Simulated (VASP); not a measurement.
A run of VASP 6.6.1 is set up as follows.

The input INCAR:

```
SYSTEM = Ta6Si
  ALGO = Normal
  DIPOL = 0.5 0.5 0.327
  EDIFF = 1E-6
  ENCUT = 400
  GGA = PE
  GGA_COMPAT = .FALSE.
  IDIPOL = 3
  ISIF = 2
  ISMEAR = 0
  ISPIN = 2
  LASPH = .TRUE.
  LCHARG = .FALSE.
  LDIPOL = .TRUE.
  LMAXMIX = 4
  LORBIT = 11
  LREAL = .FALSE.
  LWAVE = .FALSE.
  MAGMOM = 0 0 0 0 0 0 2
  NBANDS = 48
  NELM = 200
  NELMDL = -8
  PREC = Accurate
  SIGMA = 0.1
```

File KPOINTS:

```
k-points
0
G
  6 6 1
  0 0 0
```

Contents of POSCAR:

```
Ta6Si
1.0
    4.6937283341      0.0000000000      0.0000000000
   -2.3468641670      4.0648879758      0.0000000000
    0.0000000000      0.0000000000     21.4881921123
Ta Si
6 1
Direct
    0.6666666667      0.3333333333      0.1861487453
    0.3333333333      0.6666666667      0.2307361763
    0.0000000000      0.0000000000      0.2753236074
    0.6666666667      0.3333333333      0.3164374187
    0.3333333333      0.6666666667      0.3553085563
    0.0000000000      0.0000000000      0.3950165778
    0.7777777778     -0.7777777778      0.5332320212
```

Potentials or basis: VASP PAW PBE potentials, release 64 (Ta_pv, Si).

The run is started by

```console
$ cat potpaw_PBE.64/Ta_pv/POTCAR potpaw_PBE.64/Si/POTCAR > POTCAR
$ mpirun -np 1 vasp_std > vasp.out
```

Q: Estimate the largest force.

A: 1.896 eV/Å.

Q: Predict the net moment.

A: 0.00 μB per cell.

Q: What does it give for the band gap on the k mesh?

A: Zero (filled and empty bands overlap).

Forces on the atoms (eV/Å):
```
Ta  -0.003  0.002  1.798
Ta  -0.024  0.014 -0.301
Ta  -0.014  0.008 -1.896
Ta   0.060 -0.035  0.049
Ta   0.110 -0.063  0.688
Ta  -0.465  0.269  1.119
Si   0.336 -0.194 -1.457
```

Caveat: spin-orbit coupling is left out, which moves the levels of the heavy elements.
